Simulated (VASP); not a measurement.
# SiO2 (P4_2/mnm) in VASP: notebook, part 3 of 3

VASP 6.6.1. The steps go on from the part before.

**6. Single point, PBE (volume 7.400 Å^3 an atom, c/a of the conventional cell 0.5801)**

File INCAR:

```
SYSTEM = SiO2
PREC = Accurate
ENCUT = 520
EDIFF = 1E-7
ISMEAR = 0
SIGMA = 0.05
LREAL = .False.
LASPH = .True.
NELM = 80
ALGO = Normal
ISIF = 2
LWAVE = .False.
LCHARG = .True.
GGA = PE
LELF = .True.
LVHAR = .True.
NBANDS = 25
```

File KPOINTS:

```
regular mesh
0
Gamma
  6 6 10
  0 0 0
```

File POSCAR:

```
SiO2
1.0
    4.2458049094      0.0000000000      0.0000000000
    0.0000000000      4.2458049094      0.0000000000
    0.0000000000      0.0000000000      2.4629914280
Si O
2 4
Direct
    0.5000000000      0.5000000000      0.5000000000
    0.0000000000      0.0000000000      0.0000000000
    0.6930127928      0.6930127928      0.0000000000
    0.1930127928      0.8069872072      0.5000000000
    0.3069872072      0.3069872072      0.0000000000
    0.8069872072      0.1930127928      0.5000000000
```

Potentials or basis: VASP PAW PBE potentials, release 64 (Si, O).

Started as:

```sh
$ cat potpaw_PBE.64/Si/POTCAR potpaw_PBE.64/O/POTCAR > POTCAR
$ mpirun -np 1 vasp_std > vasp.out
```

OUTCAR:

```text
SYSTEM = SiO2
   PREC = Accurate
   ENCUT = 520
   EDIFF = 1E-7
   ISMEAR = 0
   LREAL = .False.
   LASPH = .True.
   NELM = 80
   ISIF = 2
   GGA = PE

 ion  position               nearest neighbor table
   1  0.500  0.500  0.500-   3 1.69   5 1.69   3 1.69   5 1.69   4 1.84   6 1.84
   2  0.000  0.000  0.000-   4 1.69   6 1.69   4 1.69   6 1.69   5 1.84   3 1.84
   3  0.693  0.693  0.000-   1 1.69   1 1.69   2 1.84
   4  0.193  0.807  0.500-   2 1.69   2 1.69   1 1.84
   5  0.307  0.307  0.000-   1 1.69   1 1.69   2 1.84
   6  0.807  0.193  0.500-   2 1.69   2 1.69   1 1.84

  LATTYP: Found a simple tetragonal cell.
 ALAT       =     4.2458049094
 C/A-ratio  =     0.5801000000

  Lattice vectors:

 A1 = (   4.2458049094,   0.0000000000,   0.0000000000)
 A2 = (   0.0000000000,   4.2458049094,   0.0000000000)
 A3 = (   0.0000000000,   0.0000000000,   2.4629914280)

Analysis of symmetry for initial positions (statically):
=====================================================================
 Subroutine PRICEL returns:
 Original cell was already a primitive cell.

 Routine SETGRP: Setting up the symmetry group for a
 simple tetragonal supercell.

 Subroutine GETGRP returns: Found 16 space group operations
 (whereof  8 operations were pure point group operations)
 out of a pool of 16 trial point group operations.

The static configuration has the point symmetry D_2h.
 The point group associated with its full space group is D_4h.

Analysis of symmetry for dynamics (positions and initial velocities):
=====================================================================
 Subroutine PRICEL returns:
 Original cell was already a primitive cell.

 Routine SETGRP: Setting up the symmetry group for a
 simple tetragonal supercell.

 Subroutine GETGRP returns: Found 16 space group operations
 (whereof  8 operations were pure point group operations)
 out of a pool of 16 trial point group operations.

The dynamic configuration has the point symmetry D_2h.
 The point group associated with its full space group is D_4h.

 Subroutine INISYM returns: Found 16 space group operations
 (whereof  8 operations are pure point group operations),
 and found     1 'primitive' translations

----------------------------------------------------------------------------------------

                                     Primitive cell

  volume of cell :      44.4000

  direct lattice vectors                    reciprocal lattice vectors
     4.245804909  0.000000000  0.000000000     0.235526601  0.000000000  0.000000000
     0.000000000  4.245804909  0.000000000     0.000000000  0.235526601  0.000000000
     0.000000000  0.000000000  2.462991428     0.000000000  0.000000000  0.406010345

  length of vectors
     4.245804909  4.245804909  2.462991428     0.235526601  0.235526601  0.406010345

  position of ions in fractional coordinates (direct lattice)
     0.500000000  0.500000000  0.500000000
     0.000000000  0.000000000  0.000000000
     0.693012793  0.693012793  0.000000000
     0.193012793  0.806987207  0.500000000
     0.306987207  0.306987207  0.000000000
     0.806987207  0.193012793  0.500000000

  ion indices of the primitive-cell ions
[... 26 lines left out ...]
  Shift w.r.t. Gamma in fractional coordinates (k-lattice)
     0.000000000  0.000000000  0.000000000

 Subroutine IBZKPT returns following result:
 ===========================================

 Found     60 irreducible k-points:

 Following reciprocal coordinates:
            Coordinates               Weight
  0.000000  0.000000  0.000000      1.000000
  0.166667  0.000000  0.000000      4.000000
  0.333333  0.000000  0.000000      4.000000
  0.500000  0.000000  0.000000      2.000000
  0.166667  0.166667  0.000000      4.000000
  0.333333  0.166667  0.000000      8.000000
[... 16 lines left out ...]
  0.333333  0.000000  0.200000      8.000000
  0.500000  0.000000  0.200000      4.000000
 [... further k-points ...]
   k-points           NKPTS =     60   k-points in BZ     NKDIM =     60   number of bands    NBANDS=     25
   number of dos      NEDOS =    301   number of ions     NIONS =      6
   total plane-waves  NPLWV =  18432
   dimension x,y,z NGX =    32 NGY =   32 NGZ =   18
   dimension x,y,z NGXF=    64 NGYF=   64 NGZF=   36
   ions per type =               2   4
   NGX,Y,Z   is equivalent  to a cutoff of  12.53, 12.53, 12.15 a.u.
   NGXF,Y,Z  is equivalent  to a cutoff of  25.06, 25.06, 24.30 a.u.
 SYSTEM =  SiO2
   PREC   = accura    normal or accurate (medium, high low for compatibility)
   ISTART =      0    job   : 0-new  1-cont  2-samecut
   ICHARG =      2    charge: 1-file 2-atom 10-const
   ISPIN  =      1    spin polarized calculation?
   LNONCOLLINEAR =      F non collinear calculations
   LSORBIT =      F    spin-orbit coupling
   LASPH  =      T    aspherical Exc in radial PAW
   ENCUT  =  520.0 eV  38.22 Ry    6.18 a.u.   7.89  7.89  4.58*2*pi/ulx,y,z
   NELM   =     80;   NELMIN=  2; NELMDL= -5     # of ELM steps
   EDIFF  = 0.1E-06   stopping-criterion for ELM
   LREAL  =      F    real-space projection
   EDIFFG = 0.1E-05   stopping-criterion for IOM
   NSW    =      0    number of steps for IOM
   IBRION =     -1    ionic relax: 0-MD 1-quasi-New 2-CG
   NFREE  =      0    steps in history (QN), initial steepest desc. (CG)
   ISIF   =      2    stress and relaxation
   ISYM   =      2    0-nonsym 1-usesym 2-fastsym
   POTIM  = 0.5000    time-step for ionic-motion
   TEBEG  =    0.0;   TEEND  =   0.0 temperature during run
   PSTRESS=    0.0 pullay stress
   NELECT =      32.0000    total number of electrons
   NUPDOWN=      -1.0000    fix difference up-down
   EMIN   =  10.00;   EMAX   =-10.00  energy-range for DOS
   EFERMI =   0.00;   METHOD = LEGACY
   ISMEAR =     0;   SIGMA  =   0.05  broadening in eV -4-tet -1-fermi 0-gaus
   EFERMI_NEDOS =   21; number of points for ismear=-14 and -15
   IALGO  =     38    algorithm
   IMIX   =      4    mixing-type and parameters
     AMIX     =   0.40;   BMIX     =  1.00
     AMIX_MAG =   1.60;   BMIX_MAG =  1.00
  volume/ion in A,a.u.               =       7.40        49.94
  Fermi-wavevector in a.u.,A,eV,Ry     =   1.467790  2.773720 29.312481  2.154407
  Thomas-Fermi vector in A             =   2.583365
   LORBIT       =      0    0 simple, 1 ext, 2 COOP (PROOUT), +10 PAW based schemes
   GGA     = PE    functional components
   LHFCALC =     F    Hartree Fock is set to
   AEXX    =    0.0000 exact exchange contribution
   IVDW    =     0    specifies the selected vdW correction
   LEPSILON=     F    determine dielectric tensor
   LRPA    =     F    only Hartree local field effects (RPA)
 non-spin polarized calculation
 Gauss-broadening in eV      SIGMA  =   0.05
  energy-cutoff  :      520.00
  volume of cell :       44.40
 maximum number of plane-waves:      1221
 NGX is ok and might be reduce to    32
   NGX = 15   NGY = 15   NGZ =  9

 number of electron      32.0000005 magnetization

 Free energy of the ion-electron system (eV)
  ---------------------------------------------------
  ext. energy  EPLUGINS =         0.00000000
  ---------------------------------------------------
  free energy    TOTEN  =       -45.39312540 eV

  energy without entropy =      -45.39312540  energy(sigma->0) =      -45.39312540

 E-fermi :   8.9643     XC(G=0): -12.4754

 val. band max:        8.6390476732   @ k =   0.0000   0.0000   0.0000
 cond. band min:      15.3695152665   @ k =   0.0000   0.0000   0.0000
 fundamental gap:      6.7304675933
 Fermi energy:         8.9643254409

 k-point     1 :       0.0000    0.0000    0.0000
  band No.  band energies     occupation
      1     -14.4190      2.00000
      2     -10.7623      2.00000
      3     -10.7472      2.00000
      4     -10.7472      2.00000
      5      -2.3589      2.00000
      6       1.6051      2.00000
[... 661 lines left out ...]
     24      22.7835      0.00000
     25      23.6105      0.00000

 [... further k-points ...]
[... 5 lines left out ...]
  --------------------------------------------------------------------------------------
  -------------------------------------------------------------------------------------
  Total        4.6471358      4.6471358     21.9914253      0.0000000      0.0000000      0.0000000
  in kB      167.6922441    167.6922441    793.5622309      0.0000000      0.0000000      0.0000000
  external PRESSURE =     376.3155730 kB  Pullay stress =       0.0000000 kB

 VOLUME and BASIS-vectors are now :
 -----------------------------------------------------------------------------
  energy-cutoff  :      520.00
  volume of cell :       44.40
      direct lattice vectors                 reciprocal lattice vectors
     4.245804909  0.000000000  0.000000000     0.235526601  0.000000000  0.000000000
     0.000000000  4.245804909  0.000000000     0.000000000  0.235526601  0.000000000
     0.000000000  0.000000000  2.462991428     0.000000000  0.000000000  0.406010345

 POSITION                                       TOTAL-FORCE (eV/Angst)
 -----------------------------------------------------------------------------------
      2.12290      2.12290      1.23150         0.000000      0.000000      0.000000
      0.00000      0.00000      0.00000         0.000000      0.000000      0.000000
      2.94240      2.94240      0.00000         0.220394      0.220394     -0.000000
      0.81949      3.42631      1.23150         0.220394     -0.220394      0.000000
      1.30341      1.30341      0.00000        -0.220394     -0.220394      0.000000
      3.42631      0.81949      1.23150        -0.220394      0.220394      0.000000
 -----------------------------------------------------------------------------------
    total drift:                                0.000000      0.000000     -0.000000

  FREE ENERGIE OF THE ION-ELECTRON SYSTEM (eV)
  ---------------------------------------------------
  free  energy   TOTEN  =       -45.3931254047 eV

  energy  without entropy=      -45.3931254047  energy(sigma->0) =      -45.39312540
```

Wall time 36 s (1 thread of Intel Xeon Platinum 8488C (Sapphire Rapids), shared host); peak memory 0.17 GiB.

What came out:

- Free energy: -45.3931 eV
- Pressure: 37.6 GPa
- Largest force: 0.312 eV/Å
- Band gap on the k mesh: 6.73 eV, direct

Forces in eV/Å, atoms in the order of the input:
```
Si   0.000  0.000  0.000
Si   0.000  0.000  0.000
O    0.220  0.220  0.000
O    0.220 -0.220  0.000
O   -0.220 -0.220  0.000
O   -0.220  0.220  0.000
```

Stress tensor (GPa, compression positive):
```
16.77  0.00  0.00
 0.00 16.77  0.00
 0.00  0.00 79.36
```

Levels at points of the mesh, in eV from the valence-band top:
```
           k point  band 12  band 13  band 14  band 15  band 16  band 17  band 18  band 19  band 20  band 21
(0.00, 0.00, 0.00)    -2.54    -1.92    -0.95    -0.95     0.00     6.73     8.64    10.31    10.31    11.34
(0.50, 0.00, 0.00)    -3.53    -2.16    -2.16    -1.20    -1.20     9.14     9.14    10.58    10.58    11.25
(0.50, 0.50, 0.00)    -2.65    -2.62    -2.62    -2.44    -2.44     8.92     8.92    11.46    11.46    12.87
(0.00, 0.00, 0.50)    -4.76    -2.84    -2.84    -2.76    -2.76     9.68     9.68    12.51    12.51    13.06
(0.50, 0.00, 0.50)    -4.06    -2.46    -2.46    -1.75    -1.75     9.22     9.22     9.68     9.68    12.50
(0.50, 0.50, 0.50)    -4.67    -1.98    -1.98    -1.54    -1.54     7.61     7.61    11.14    11.14    11.66
```

**7. The runs side by side**

| cell | gap on the mesh (eV) | pressure (GPa) | largest force (eV/Å) |
| --- | --- | --- | --- |
| a = 4.289, b = 4.289, c = 2.414 Å, 6 atoms | 6.68 | 41.1 | 0.17 |
| a = 4.203, b = 4.203, c = 2.513 Å, 6 atoms | 6.72 | 34.7 | 0.44 |
| a = 3.957, b = 3.957, c = 2.835 Å, 6 atoms | 5.40 | 26.4 | 1.00 |
| a = 4.038, b = 4.038, c = 2.723 Å, 6 atoms | 6.06 | 27.3 | 0.86 |
| a = 4.246, b = 4.246, c = 2.463 Å, 6 atoms | 6.73 | 37.6 | 0.31 |

Alike in all rows: task single point; level PBE; potentials or basis VASP PAW PBE potentials, release 64 (Si, O); no spin polarisation; k mesh 6 × 6 × 10; cutoff (eV) 520; smearing gaussian 0.05 eV.

Absolute energies hang on the potentials; compare differences alone.
